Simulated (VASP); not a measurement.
# WS2 in VASP: notebook

The runs below take WS2 through single point, with HF, PBE-based screened hybrid with 25 % exact exchange, HSE06, PBEsol-based screened hybrid with 25 % exact exchange.

All numbers are computed with VASP 6.6.1; they aren't measurements. Logs are shortened: lines on timing, memory, paths and dates and some standing lists are left out, and cuts for length are marked.

## 1. The cell of the first run

The cell holds a slab with vacuum, 3 atoms: a = 3.184 Å, b = 3.184 Å, c = 16.951 Å, α = 90.00°, β = 90.00°, γ = 120.00°.

## 2. Single point, HF

The input, POSCAR:

```
WS2
1.0
    3.1835163552      0.0000000000      0.0000000000
   -1.5917581776      2.7570060369      0.0000000000
    0.0000000000      0.0000000000     16.9505778900
W S
1 2
Direct
    0.0000000000      0.0000000000      0.0000000000
    0.3333333333      0.6666666667      0.0920005100
    0.3333333333      0.6666666667      0.9079994900
```

The input, INCAR.step1:

```
PREC = Accurate ; ENCUT = 520
EDIFF = 1E-5 ; ISMEAR = -1
SIGMA = 0.05 ; LREAL = False
LASPH = True ; NELM = 100
ALGO = Normal ; ISIF = 2
LWAVE = True ; LCHARG = False
NBANDS = 20 ; GGA = PE
```

The input, INCAR.step2:

```
PREC = Accurate ; ENCUT = 520
EDIFF = 1E-6 ; ISMEAR = -1
SIGMA = 0.05 ; LREAL = False
LASPH = True ; NELM = 100
ALGO = Normal ; ISIF = 2
LWAVE = False ; LCHARG = False
GGA = PE ; LHFCALC = True
AEXX = 1.0 ; ALDAC = 0.0
AGGAC = 0.0 ; PRECFOCK = Normal
NBANDS = 20 ; ISTART = 1
```

The input, KPOINTS:

```
regular mesh
0
Gamma
  5 5 1
```

Potentials or basis: VASP PAW PBE potentials, release 64 (W_sv, S).

Command:

```
$ cat potpaw_PBE.64/W_sv/POTCAR potpaw_PBE.64/S/POTCAR > POTCAR
$ cp INCAR.step1 INCAR
$ mpirun -np 1 vasp_std > vasp.out
$ cp INCAR.step2 INCAR
$ mpirun -np 1 vasp_std > vasp.out
```

OUTCAR:

```text
PREC = Accurate
   ENCUT = 520
   EDIFF = 1E-6
   ISMEAR = -1
   LREAL = False
   LASPH = True
   NELM = 100
   ISIF = 2
   GGA = PE
   LHFCALC = True
   AEXX = 1.0
   PRECFOCK = Normal
   ISTART = 1

 ion  position               nearest neighbor table
   1  0.000  0.000  0.000-   2 2.41   3 2.41   2 2.41   3 2.41   2 2.41   3 2.41
   2  0.333  0.667  0.092-   1 2.41   1 2.41   1 2.41
   3  0.333  0.667  0.908-   1 2.41   1 2.41   1 2.41

  LATTYP: Found a hexagonal cell.
 ALAT       =     3.1835163552
 C/A-ratio  =     5.3244827413

  Lattice vectors:

 A1 = (   3.1835163552,   0.0000000000,   0.0000000000)
 A2 = (  -1.5917581776,   2.7570060369,   0.0000000000)
 A3 = (   0.0000000000,   0.0000000000,  16.9505778900)

Analysis of symmetry for initial positions (statically):
=====================================================================
 Subroutine PRICEL returns:
 Original cell was already a primitive cell.

 Routine SETGRP: Setting up the symmetry group for a
 hexagonal supercell.

 Subroutine GETGRP returns: Found 12 space group operations
 (whereof 12 operations were pure point group operations)
 out of a pool of 24 trial point group operations.

The static configuration has the point symmetry D_3h.

Analysis of symmetry for dynamics (positions and initial velocities):
=====================================================================
 Subroutine PRICEL returns:
 Original cell was already a primitive cell.

 Routine SETGRP: Setting up the symmetry group for a
 hexagonal supercell.

 Subroutine GETGRP returns: Found 12 space group operations
 (whereof 12 operations were pure point group operations)
 out of a pool of 24 trial point group operations.

The dynamic configuration has the point symmetry D_3h.

 Subroutine INISYM returns: Found 12 space group operations
 (whereof 12 operations are pure point group operations),
 and found     1 'primitive' translations

----------------------------------------------------------------------------------------

                                     Primitive cell

  volume of cell :     148.7748

  direct lattice vectors                    reciprocal lattice vectors
     3.183516355  0.000000000  0.000000000     0.314118066  0.181356150  0.000000000
    -1.591758178  2.757006037  0.000000000     0.000000000  0.362712300  0.000000000
     0.000000000  0.000000000 16.950577890     0.000000000  0.000000000  0.058995039

  length of vectors
     3.183516355  3.183516355 16.950577890     0.362712300  0.362712300  0.058995039

  position of ions in fractional coordinates (direct lattice)
     0.000000000  0.000000000  0.000000000
     0.333333333  0.666666667  0.092000510
     0.333333333  0.666666667  0.907999490

  ion indices of the primitive-cell ions
   primitive index   ion index
                 1           1
                 2           2
                 3           3

----------------------------------------------------------------------------------------

 KPOINTS: regular mesh

Automatic generation of k-mesh.
 Grid dimensions read from file:
 generate k-points for:    5    5    1

 Generating k-lattice:

  Cartesian coordinates                     Fractional coordinates (reciprocal lattice)
     0.062823613  0.036271230  0.000000000     0.200000000 -0.000000000  0.000000000
     0.000000000  0.072542460  0.000000000     0.000000000  0.200000000  0.000000000
     0.000000000  0.000000000  0.058995039     0.000000000  0.000000000  1.000000000

  Length of vectors
     0.072542460  0.072542460  0.058995039

  Shift w.r.t. Gamma in fractional coordinates (k-lattice)
     0.000000000  0.000000000  0.000000000

 Subroutine IBZKPT returns following result:
 ===========================================

 Found      5 irreducible k-points:

 Following reciprocal coordinates:
            Coordinates               Weight
  0.000000  0.000000  0.000000      1.000000
  0.200000  0.000000  0.000000      6.000000
  0.400000 -0.000000  0.000000      6.000000
  0.200000  0.200000  0.000000      6.000000
  0.400000  0.200000  0.000000      6.000000
   k-points           NKPTS =      5   k-points in BZ     NKDIM =     25   number of bands    NBANDS=     20
   number of dos      NEDOS =    301   number of ions     NIONS =      3
   total plane-waves  NPLWV =  72576
   dimension x,y,z NGX =    24 NGY =   24 NGZ =  126
   dimension x,y,z NGXF=    48 NGYF=   48 NGZF=  252
   ions per type =               1   2
   NGX,Y,Z   is equivalent  to a cutoff of  12.53, 12.53, 12.36 a.u.
   NGXF,Y,Z  is equivalent  to a cutoff of  25.07, 25.07, 24.72 a.u.
 SYSTEM =  unknown system
   PREC   = accura    normal or accurate (medium, high low for compatibility)
   ISTART =      1    job   : 0-new  1-cont  2-samecut
   ICHARG =      0    charge: 1-file 2-atom 10-const
   ISPIN  =      1    spin polarized calculation?
   LNONCOLLINEAR =      F non collinear calculations
   LSORBIT =      F    spin-orbit coupling
   LASPH  =      T    aspherical Exc in radial PAW
   ENCUT  =  520.0 eV  38.22 Ry    6.18 a.u.   5.92  5.92 31.52*2*pi/ulx,y,z
   NELM   =    100;   NELMIN=  2; NELMDL=  0     # of ELM steps
   EDIFF  = 0.1E-05   stopping-criterion for ELM
   LREAL  =      F    real-space projection
   EDIFFG = 0.1E-04   stopping-criterion for IOM
   NSW    =      0    number of steps for IOM
   IBRION =     -1    ionic relax: 0-MD 1-quasi-New 2-CG
   NFREE  =      0    steps in history (QN), initial steepest desc. (CG)
   ISIF   =      2    stress and relaxation
   ISYM   =      3    0-nonsym 1-usesym 2-fastsym
   POTIM  = 0.5000    time-step for ionic-motion
   TEBEG  =    0.0;   TEEND  =   0.0 temperature during run
   PSTRESS=    0.0 pullay stress
   NELECT =      26.0000    total number of electrons
   NUPDOWN=      -1.0000    fix difference up-down
   EMIN   =  10.00;   EMAX   =-10.00  energy-range for DOS
   EFERMI =   0.00;   METHOD = LEGACY
   ISMEAR =    -1;   SIGMA  =   0.05  broadening in eV -4-tet -1-fermi 0-gaus
   EFERMI_NEDOS =   21; number of points for ismear=-14 and -15
   IALGO  =     38    algorithm
   IMIX   =      1    mixing-type and parameters
     AMIX     =   0.40;   BMIX     =  1.00
     AMIX_MAG =   1.60;   BMIX_MAG =  1.00
  volume/ion in A,a.u.               =      49.59       334.66
  Fermi-wavevector in a.u.,A,eV,Ry     =   0.915285  1.729637 11.398226  0.837746
  Thomas-Fermi vector in A             =   2.040009
   LORBIT       =      0    0 simple, 1 ext, 2 COOP (PROOUT), +10 PAW based schemes
   GGA     = PE    functional components
   LHFCALC =     T    Hartree Fock is set to
   PRECFOCK=normal    Normal, Fast or Accurate (Low or Medium for compatibility)
   ENCUT4O =  -1.0   cutoff for four orbital integrals eV
   NKREDX  =     1    reduce k-point grid by
   NKREDY  =     1    reduce k-point grid by
   NKREDZ  =     1    reduce k-point grid by
   AEXX    =    1.0000 exact exchange contribution
   HFSCREEN=    0.0000 screening length (either q_TF or 0.3 A-1)
   HFSCREENC=   0.0000 screening length for correlation (either q_TF or 0.3 A-1)
   ENCUTFOCK=  -1.0 apply spherical cutoff to Coloumb kernel
   IVDW    =     0    specifies the selected vdW correction
   LEPSILON=     F    determine dielectric tensor
   LRPA    =     F    only Hartree local field effects (RPA)
 non-spin polarized calculation
  energy-cutoff  :      520.00
  volume of cell :      148.77
 maximum number of plane-waves:      4030
 NGX is ok and might be reduce to    24
  NGX = 18; NGY = 18; NGZ = 96

 number of electron      25.9999999 magnetization

 Free energy of the ion-electron system (eV)
  ---------------------------------------------------
  ext. energy  EPLUGINS =         0.00000000
  ---------------------------------------------------
  free energy    TOTEN  =       -45.81765221 eV

  energy without entropy =      -45.81765221  energy(sigma->0) =      -45.81765221

 E-fermi :  -2.1096     XC(G=0):   0.0000

 val. band max:       -3.4925945461   @ k =   0.0000   0.0000   0.0000
 cond. band min:       4.3923077137   @ k =   0.4000   0.2000   0.0000
 fundamental gap:      7.8849022598
 Fermi energy:        -2.1095639144

 k-point     1 :       0.0000    0.0000    0.0000
  band No.  band energies     occupation
      1     -93.2454      2.00000
      2     -51.7188      2.00000
      3     -51.3918      2.00000
      4     -51.3918      2.00000
      5     -24.7055      2.00000
      6     -22.4074      2.00000
[... 12 lines left out ...]
     19       5.9525      0.00000
     20       6.8685      0.00000

 k-point     2 :       0.2000    0.0000    0.0000
  band No.  band energies     occupation
      1     -93.2321      2.00000
      2     -51.6770      2.00000
      3     -51.6251      2.00000
      4     -51.4457      2.00000
      5     -23.8431      2.00000
      6     -22.1172      2.00000
[... 12 lines left out ...]
     19       7.2695      0.00000
     20       7.7939      0.00000

 k-point     3 :       0.4000   -0.0000    0.0000
  band No.  band energies     occupation
      1     -93.2106      2.00000
      2     -51.9902      2.00000
      3     -51.6058      2.00000
      4     -51.5326      2.00000
      5     -22.1442      2.00000
      6     -21.5651      2.00000
[... 12 lines left out ...]
     19       8.8559      0.00000
     20       9.3332      0.00000

 k-point     4 :       0.2000    0.2000    0.0000
  band No.  band energies     occupation
      1     -93.2148      2.00000
      2     -51.8616      2.00000
      3     -51.6203      2.00000
      4     -51.5761      2.00000
      5     -22.5205      2.00000
      6     -21.6678      2.00000
[... 12 lines left out ...]
     19       8.8020      0.00000
     20       9.1648      0.00000

 k-point     5 :       0.4000    0.2000    0.0000
  band No.  band energies     occupation
      1     -93.2039      2.00000
      2     -51.9719      2.00000
      3     -51.6901      2.00000
      4     -51.5846      2.00000
      5     -21.5210      2.00000
      6     -21.3249      2.00000
[... 12 lines left out ...]
     19      10.4462      0.00000
     20      10.5798      0.00000

------------------------ aborting loop because EDIFF is reached ----------------------------------------

  FORCE on cell =-STRESS in cart. coord.  units (eV):
  Direction    XX          YY          ZZ          XY          YZ          ZX
  --------------------------------------------------------------------------------------
  -------------------------------------------------------------------------------------
  Total        0.2296372      0.2296372     -1.5673088      0.0000000      0.0000000      0.0000000
  in kB        2.4729969      2.4729969    -16.8785780      0.0000000      0.0000000      0.0000000
  external PRESSURE =      -3.9775281 kB  Pullay stress =       0.0000000 kB

 VOLUME and BASIS-vectors are now :
 -----------------------------------------------------------------------------
  energy-cutoff  :      520.00
  volume of cell :      148.77
      direct lattice vectors                 reciprocal lattice vectors
     3.183516355  0.000000000  0.000000000     0.314118066  0.181356150  0.000000000
    -1.591758178  2.757006037  0.000000000     0.000000000  0.362712300  0.000000000
     0.000000000  0.000000000 16.950577890     0.000000000  0.000000000  0.058995039

 POSITION                                       TOTAL-FORCE (eV/Angst)
 -----------------------------------------------------------------------------------
      0.00000      0.00000      0.00000        -0.000000     -0.000000      0.000000
     -0.00000      1.83800      1.55946        -0.000000      0.000000     -0.427764
     -0.00000      1.83800     15.39112         0.000000      0.000000      0.427764
 -----------------------------------------------------------------------------------
    total drift:                               -0.000000      0.000000     -0.000002

  FREE ENERGIE OF THE ION-ELECTRON SYSTEM (eV)
  ---------------------------------------------------
  free  energy   TOTEN  =       -45.8176522074 eV

  energy  without entropy=      -45.8176522074  energy(sigma->0) =      -45.81765221
```

It took 29 min on 1 thread of Intel Xeon Platinum 8259CL at 2.50GHz (Skylake/Cascade Lake), shared host; peak memory 0.26 GiB.

What came out:

| Quantity | Value |
| --- | --- |
| Free energy | -45.8177 eV |
| Largest force | 0.428 eV/Å |
| Band gap on the k mesh | 7.88 eV (least direct gap 8.07 eV) |

Forces on the atoms (eV/Å):
```
W    0.000  0.000  0.000
S    0.000  0.000 -0.428
S    0.000  0.000  0.428
```

Caveat: the k points lie up to 0.46 Å⁻¹ apart; there is no dipole correction, which matters where the two faces differ; the PAW data sets were made with another functional, which shifts forces and pressure a little; spin-orbit coupling is left out, which moves the levels of the heavy elements.

[end of part 1 of 2]
